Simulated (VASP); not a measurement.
# Si4PI (F-43m) in VASP: notebook

Si4PI is run at these levels: PBE; tasks: single point, relaxation of cell and atoms.

Program: VASP 6.6.1. These are calculated values, not measurements. Logs are shortened: lines on timing, memory, paths and dates and some standing lists are left out, and cuts for length are marked.

### 1 The cell of the first run

The structure is cubic, space group F-43m (No. 216). Conventional cell: a = 7.604 Å, b = 7.604 Å, c = 7.604 Å, α = 90.00°, β = 90.00°, γ = 90.00°. Si (site symmetry 3m) has 6 Si at 2.65 to 2.72 Å and 3 P at 3.15 Å and 3 I at 3.16 Å within 3.5 Å. P (site symmetry -43m) has 12 Si at 3.15 Å and 4 I at 3.29 Å within 4.1 Å. Within 4.2 Å of I (site symmetry -43m) lie 12 Si at 3.16 Å and 4 P at 3.29 Å.

The cell was generated, and may not be a known phase.

### 2 Single point, PBE

Contents of INCAR:

```
SYSTEM = Si4PI
PREC = Accurate
ENCUT = 520
EDIFF = 1E-7
ISMEAR = 0
SIGMA = 0.1
LREAL = .FALSE.
LASPH = .TRUE.
NELM = 60
ALGO = Normal
ISIF = 2
LWAVE = .FALSE.
LCHARG = .FALSE.
GGA = PE
NBANDS = 23
```

Contents of KPOINTS:

```
regular mesh
0
G
  8 8 8
  0 0 0
```

Contents of POSCAR:

```
Si4PI
1.0
    0.0000000000      3.8020804218      3.8020804218
    3.8020804218      0.0000000000      3.8020804218
    3.8020804218      3.8020804218      0.0000000000
Si P I
4 1 1
Direct
    0.1265766656      0.6202700033      0.1265766656
    0.1265766656      0.1265766656      0.1265766656
    0.6202700033      0.1265766656      0.1265766656
    0.1265766656      0.1265766656      0.6202700033
    0.5000000000      0.5000000000      0.5000000000
    0.7500000000      0.7500000000      0.7500000000
```

Potentials or basis: VASP PAW PBE potentials, release 64 (Si, P, I).

The run is started by

```
cat potpaw_PBE.64/Si/POTCAR potpaw_PBE.64/P/POTCAR potpaw_PBE.64/I/POTCAR > POTCAR
mpirun -np 1 vasp_std > vasp.out
```

OUTCAR:

```text
SYSTEM = Si4PI
   PREC = Accurate
   ENCUT = 520
   EDIFF = 1E-7
   ISMEAR = 0
   LREAL = .FALSE.
   LASPH = .TRUE.
   NELM = 60
   ISIF = 2
   GGA = PE

 ion  position               nearest neighbor table
   1  0.127  0.620  0.127-   2 2.65   3 2.65   4 2.65   4 2.72   2 2.72   3 2.72   6 3.16   6 3.16
                             6 3.16
   2  0.127  0.127  0.127-   1 2.65   3 2.65   4 2.65   4 2.72   1 2.72   3 2.72   6 3.16   6 3.16
                             6 3.16
   3  0.620  0.127  0.127-   1 2.65   2 2.65   4 2.65   2 2.72   4 2.72   1 2.72   6 3.16   6 3.16
                             6 3.16
   4  0.127  0.127  0.620-   1 2.65   2 2.65   3 2.65   2 2.72   1 2.72   3 2.72   6 3.16   6 3.16
                             6 3.16
   5  0.500  0.500  0.500-
   6  0.750  0.750  0.750-   1 3.16   3 3.16   3 3.16   4 3.16   1 3.16   4 3.16   2 3.16   2 3.16
                             2 3.16   1 3.16   3 3.16   4 3.16

  LATTYP: Found a face centered cubic cell.
 ALAT       =     7.6041608436

  Lattice vectors:

 A1 = (   0.0000000000,   3.8020804218,   3.8020804218)
 A2 = (   3.8020804218,   0.0000000000,   3.8020804218)
 A3 = (   3.8020804218,   3.8020804218,   0.0000000000)

Analysis of symmetry for initial positions (statically):
=====================================================================
 Subroutine PRICEL returns:
 Original cell was already a primitive cell.

 Routine SETGRP: Setting up the symmetry group for a
 face centered cubic supercell.

 Subroutine GETGRP returns: Found 24 space group operations
 (whereof 24 operations were pure point group operations)
 out of a pool of 48 trial point group operations.

The static configuration has the point symmetry T_d .

Analysis of symmetry for dynamics (positions and initial velocities):
=====================================================================
 Subroutine PRICEL returns:
 Original cell was already a primitive cell.

 Routine SETGRP: Setting up the symmetry group for a
 face centered cubic supercell.

 Subroutine GETGRP returns: Found 24 space group operations
 (whereof 24 operations were pure point group operations)
 out of a pool of 48 trial point group operations.

The dynamic configuration has the point symmetry T_d .

 Subroutine INISYM returns: Found 24 space group operations
 (whereof 24 operations are pure point group operations),
 and found     1 'primitive' translations

----------------------------------------------------------------------------------------

                                     Primitive cell

  volume of cell :     109.9243

  direct lattice vectors                    reciprocal lattice vectors
     0.000000000  3.802080422  3.802080422    -0.131506950  0.131506950  0.131506950
     3.802080422  0.000000000  3.802080422     0.131506950 -0.131506950  0.131506950
     3.802080422  3.802080422  0.000000000     0.131506950  0.131506950 -0.131506950

  length of vectors
     5.376953698  5.376953698  5.376953698     0.227776719  0.227776719  0.227776719

  position of ions in fractional coordinates (direct lattice)
     0.126576666  0.620270003  0.126576666
     0.126576666  0.126576666  0.126576666
     0.620270003  0.126576666  0.126576666
     0.126576666  0.126576666  0.620270003
     0.500000000  0.500000000  0.500000000
     0.750000000  0.750000000  0.750000000

  ion indices of the primitive-cell ions
   primitive index   ion index
                 1           1
                 2           2
                 3           3
                 4           4
                 5           5
                 6           6

----------------------------------------------------------------------------------------

 KPOINTS: regular mesh

Automatic generation of k-mesh.
 Grid dimensions read from file:
 generate k-points for:    8    8    8

 Generating k-lattice:

  Cartesian coordinates                     Fractional coordinates (reciprocal lattice)
    -0.016438369  0.016438369  0.016438369     0.125000000  0.000000000  0.000000000
     0.016438369 -0.016438369  0.016438369     0.000000000  0.125000000  0.000000000
     0.016438369  0.016438369 -0.016438369     0.000000000  0.000000000  0.125000000

  Length of vectors
     0.028472090  0.028472090  0.028472090

  Shift w.r.t. Gamma in fractional coordinates (k-lattice)
     0.000000000  0.000000000  0.000000000

 Subroutine IBZKPT returns following result:
 ===========================================

 Found     29 irreducible k-points:

 Following reciprocal coordinates:
            Coordinates               Weight
  0.000000  0.000000  0.000000      1.000000
  0.125000  0.000000  0.000000      8.000000
  0.250000  0.000000  0.000000      8.000000
  0.375000  0.000000  0.000000      8.000000
  0.500000  0.000000  0.000000      4.000000
  0.125000  0.125000  0.000000      6.000000
[... 16 lines left out ...]
  0.500000  0.250000  0.125000     48.000000
 -0.375000  0.250000  0.125000     24.000000
 [... further k-points ...]
   k-points           NKPTS =     29   k-points in BZ     NKDIM =     29   number of bands    NBANDS=     23
   number of dos      NEDOS =    301   number of ions     NIONS =      6
   total plane-waves  NPLWV =  64000
   dimension x,y,z NGX =    40 NGY =   40 NGZ =   40
   dimension x,y,z NGXF=    80 NGYF=   80 NGZF=   80
   ions per type =               4   1   1
   NGX,Y,Z   is equivalent  to a cutoff of  12.37, 12.37, 12.37 a.u.
   NGXF,Y,Z  is equivalent  to a cutoff of  24.73, 24.73, 24.73 a.u.
 SYSTEM =  Si4PI
   PREC   = accura    normal or accurate (medium, high low for compatibility)
   ISTART =      0    job   : 0-new  1-cont  2-samecut
   ICHARG =      2    charge: 1-file 2-atom 10-const
   ISPIN  =      1    spin polarized calculation?
   LNONCOLLINEAR =      F non collinear calculations
   LSORBIT =      F    spin-orbit coupling
   LASPH  =      T    aspherical Exc in radial PAW
   ENCUT  =  520.0 eV  38.22 Ry    6.18 a.u.  10.00 10.00 10.00*2*pi/ulx,y,z
   NELM   =     60;   NELMIN=  2; NELMDL= -5     # of ELM steps
   EDIFF  = 0.1E-06   stopping-criterion for ELM
   LREAL  =      F    real-space projection
   EDIFFG = 0.1E-05   stopping-criterion for IOM
   NSW    =      0    number of steps for IOM
   IBRION =     -1    ionic relax: 0-MD 1-quasi-New 2-CG
   NFREE  =      0    steps in history (QN), initial steepest desc. (CG)
   ISIF   =      2    stress and relaxation
   ISYM   =      2    0-nonsym 1-usesym 2-fastsym
   POTIM  = 0.5000    time-step for ionic-motion
   TEBEG  =    0.0;   TEEND  =   0.0 temperature during run
   PSTRESS=    0.0 pullay stress
   NELECT =      28.0000    total number of electrons
   NUPDOWN=      -1.0000    fix difference up-down
   EMIN   =  10.00;   EMAX   =-10.00  energy-range for DOS
   EFERMI =   0.00;   METHOD = LEGACY
   ISMEAR =     0;   SIGMA  =   0.10  broadening in eV -4-tet -1-fermi 0-gaus
   EFERMI_NEDOS =   21; number of points for ismear=-14 and -15
   IALGO  =     38    algorithm
   IMIX   =      4    mixing-type and parameters
     AMIX     =   0.40;   BMIX     =  1.00
     AMIX_MAG =   1.60;   BMIX_MAG =  1.00
  volume/ion in A,a.u.               =      18.32       123.63
  Fermi-wavevector in a.u.,A,eV,Ry     =   1.037758  1.961079 14.652689  1.076942
  Thomas-Fermi vector in A             =   2.172211
   LORBIT       =      0    0 simple, 1 ext, 2 COOP (PROOUT), +10 PAW based schemes
   GGA     = PE    functional components
   LHFCALC =     F    Hartree Fock is set to
   AEXX    =    0.0000 exact exchange contribution
   IVDW    =     0    specifies the selected vdW correction
   LEPSILON=     F    determine dielectric tensor
   LRPA    =     F    only Hartree local field effects (RPA)
 non-spin polarized calculation
 Gauss-broadening in eV      SIGMA  =   0.10
  energy-cutoff  :      520.00
  volume of cell :      109.92
 maximum number of plane-waves:      2996
   NGX = 19   NGY = 19   NGZ = 19

 number of electron      28.0000000 magnetization

 Free energy of the ion-electron system (eV)
  ---------------------------------------------------
  ext. energy  EPLUGINS =         0.00000000
  ---------------------------------------------------
  free energy    TOTEN  =       -23.28559584 eV

  energy without entropy =      -23.26499768  energy(sigma->0) =      -23.27529676

 E-fermi :   8.4538     XC(G=0): -10.6201

 val. band max:        8.4353145637   @ k =   0.5000   0.2500   0.1250
 cond. band min:       8.4679981379   @ k =   0.3750   0.1250   0.0000
 fundamental gap:      0.0326835741
 Fermi energy:         8.4538341330

 k-point     1 :       0.0000    0.0000    0.0000
  band No.  band energies     occupation
      1      -6.5367      2.00000
      2      -2.4100      2.00000
      3      -0.0185      2.00000
      4       2.4823      2.00000
      5       2.5585      2.00000
      6       2.5585      2.00000
[... 15 lines left out ...]
     22      14.7578      0.00000
     23      16.0942      0.00000

 k-point     2 :       0.1250    0.0000    0.0000
  band No.  band energies     occupation
      1      -6.4629      2.00000
      2      -2.5011      2.00000
      3      -0.2061      2.00000
      4       1.5933      2.00000
      5       2.3516      2.00000
      6       2.3516      2.00000
[... 15 lines left out ...]
     22      14.8024      0.00000
     23      16.4637      0.00000

 k-point     3 :       0.2500    0.0000    0.0000
  band No.  band energies     occupation
      1      -6.2628      2.00000
      2      -2.7491      2.00000
      3      -0.7214      2.00000
      4       0.9130      2.00000
      5       2.1271      2.00000
      6       2.1271      2.00000
[... 15 lines left out ...]
     22      14.9171      0.00000
     23      15.5235      0.00000
[... 495 lines left out ...]
 k-point    23 :       0.5000    0.2500    0.1250
  band No.  band energies     occupation
      1      -5.9022      2.00000
      2      -2.8955      2.00000
      3      -1.4935      2.00000
      4      -0.5050      2.00000
      5       1.6331      2.00000
      6       2.1319      2.00000
[... 15 lines left out ...]
     22      13.1493      0.00000
     23      14.0143      0.00000

 k-point    24 :      -0.3750    0.2500    0.1250
  band No.  band energies     occupation
      1      -5.8048      2.00000
      2      -2.9397      2.00000
      3      -1.7159      2.00000
      4      -0.6718      2.00000
      5       1.6488      2.00000
      6       2.0769      2.00000
[... 15 lines left out ...]
     22      12.6582      0.00000
     23      14.0704      0.00000

 [... further k-points ...]

------------------------ aborting loop because EDIFF is reached ----------------------------------------

  FORCE on cell =-STRESS in cart. coord.  units (eV):
  Direction    XX          YY          ZZ          XY          YZ          ZX
  --------------------------------------------------------------------------------------
  -------------------------------------------------------------------------------------
  Total       -0.0235470     -0.0235470     -0.0235470     -0.0000000      0.0000000      0.0000000
  in kB       -0.3432040     -0.3432040     -0.3432040     -0.0000000      0.0000000      0.0000000
  external PRESSURE =      -0.3432040 kB  Pullay stress =       0.0000000 kB

 VOLUME and BASIS-vectors are now :
 -----------------------------------------------------------------------------
  energy-cutoff  :      520.00
  volume of cell :      109.92
      direct lattice vectors                 reciprocal lattice vectors
     0.000000000  3.802080422  3.802080422    -0.131506950  0.131506950  0.131506950
     3.802080422  0.000000000  3.802080422     0.131506950 -0.131506950  0.131506950
     3.802080422  3.802080422  0.000000000     0.131506950  0.131506950 -0.131506950

 POSITION                                       TOTAL-FORCE (eV/Angst)
 -----------------------------------------------------------------------------------
      2.83957      0.96251      2.83957        -0.001542      0.001542     -0.001542
      0.96251      0.96251      0.96251         0.001542      0.001542      0.001542
      0.96251      2.83957      2.83957         0.001542     -0.001542     -0.001542
      2.83957      2.83957      0.96251        -0.001542     -0.001542      0.001542
      3.80208      3.80208      3.80208        -0.000000     -0.000000     -0.000000
      5.70312      5.70312      5.70312        -0.000000     -0.000000     -0.000000
 -----------------------------------------------------------------------------------
    total drift:                               -0.000000     -0.000000      0.000000

  FREE ENERGIE OF THE ION-ELECTRON SYSTEM (eV)
  ---------------------------------------------------
  free  energy   TOTEN  =       -23.2855958384 eV

  energy  without entropy=      -23.2649976754  energy(sigma->0) =      -23.27529676
```

Run time: 69 s. Hardware: 1 thread of Intel Xeon Platinum 8275CL at 3.00GHz (Skylake/Cascade Lake), shared host; peak memory 0.27 GiB.

What came out:

```yaml
Free_energy: -23.2856 eV
Pressure: 0.0 GPa
Band_gap_on_the_k_mesh: zero (bands 14 and 15 overlap by 2.52 eV)
```

Forces in eV/Å, atoms in the order of the input:
```
Si  -0.002  0.002 -0.002
Si   0.002  0.002  0.002
Si   0.002 -0.002 -0.002
Si  -0.002 -0.002  0.002
P    0.000  0.000  0.000
I    0.000  0.000  0.000
```

Caveat: spin-orbit coupling is left out, which moves the levels of the heavy elements.

### 3 Relaxation of cell and atoms, PBE

This run uses another cell than the first one, of 18.20 Å³/atom.

Contents of INCAR:

```
SYSTEM = Si4PI
ALGO = Normal ; EDIFF = 1E-6
EDIFFG = -0.01 ; ENCUT = 600
GGA = PE ; IBRION = 2
ISIF = 3 ; ISMEAR = 0
LASPH = .True. ; LCHARG = .False.
LREAL = .False. ; LWAVE = .False.
NELM = 80 ; NSW = 100
PREC = Accurate ; SIGMA = 0.1
```

Contents of KPOINTS:

```
k-points
0
Gamma
  8 8 8
  0 0 0
```

Contents of POSCAR:

```
Si4PI
1.0
    0.0000000000      3.7940278891      3.7940278891
    3.7940278891      0.0000000000      3.7940278891
    3.7940278891      3.7940278891      0.0000000000
Si P I
4 1 1
Direct
    0.1254055466      0.6237833601      0.1254055466
    0.1254055466      0.1254055466      0.1254055466
    0.6237833601      0.1254055466      0.1254055466
    0.1254055466      0.1254055466      0.6237833601
    0.5000000000      0.5000000000      0.5000000000
    0.7500000000      0.7500000000      0.7500000000
```

Potentials or basis: VASP PAW PBE potentials, release 64 (Si, P, I).

The run is started by

```
cat potpaw_PBE.64/Si/POTCAR potpaw_PBE.64/P/POTCAR potpaw_PBE.64/I/POTCAR > POTCAR
mpirun -np 1 vasp_std > vasp.out
```

Run time: 3.5 min. Hardware: 1 thread of Intel Xeon Platinum 8275CL at 3.00GHz (Skylake/Cascade Lake), shared host; peak memory 0.37 GiB.

It converged, with:

| Item | Value |
| --- | --- |
| Free energy | -23.2859 eV |
| Relaxed volume | 18.32 Å³/atom |
| Relaxed cell | a = 5.377 Å, b = 5.377 Å, c = 5.377 Å, α = 60.00°, β = 60.00°, γ = 60.00° |
| Space group after relaxing (to 0.1 Å) | F-43m (No. 216) |
| Energy gained by relaxing | 0.9 meV/atom |
| Ionic steps | 4 |
| Pressure after relaxing | 0.0 GPa |
| Largest force after relaxing | 0.005 eV/Å |
| Band gap on the k mesh | zero (bands 14 and 15 overlap by 2.52 eV) |

Forces in eV/Å, atoms in the order of the input:
```
Si  -0.003  0.003 -0.003
Si   0.003  0.003  0.003
Si   0.003 -0.003 -0.003
Si  -0.003 -0.003  0.003
P    0.000  0.000  0.000
I    0.000  0.000  0.000
```

Step by step:
```tsv
step	energy change (eV)	largest force (eV/Å)	pressure (GPa)	volume (Å³)
1	0.0000	0.1503	0.36	109.23
2	-0.0040	0.0806	-0.01	109.87
3	-0.0048	0.0364	-0.24	110.30
4	-0.0054	0.0048	-0.01	109.90
```

Final structure:
```
Si P I
1.0
     0.00000    3.80183    3.80183
     3.80183    0.00000    3.80183
     3.80183    3.80183    0.00000
Si P I
4 1 1
Direct
  0.12656 0.62032 0.12656
  0.12656 0.12656 0.12656
  0.62032 0.12656 0.12656
  0.12656 0.12656 0.62032
  0.50000 0.50000 0.50000
  0.75000 0.75000 0.75000
```

Levels at points of the mesh, in eV from the Fermi level:
```tsv
k point	band 10	band 11	band 12	band 13	band 14	band 15	band 16	band 17	band 18
(0.00, 0.00, 0.00)	-5.17	-3.53	-3.53	-3.53	-2.09	-2.09	2.28	2.28	2.28
(0.50, 0.00, 0.00)	-2.81	-1.75	-1.75	-0.79	-0.79	0.30	1.61	2.22	2.22
(0.50, 0.50, 0.00)	-2.22	-0.91	-0.91	-0.88	0.07	0.24	0.37	0.72	0.72
```

Caveat: spin-orbit coupling is left out, which moves the levels of the heavy elements.

The gap in the log of VASP goes by the Fermi energy; the results here count the filled bands.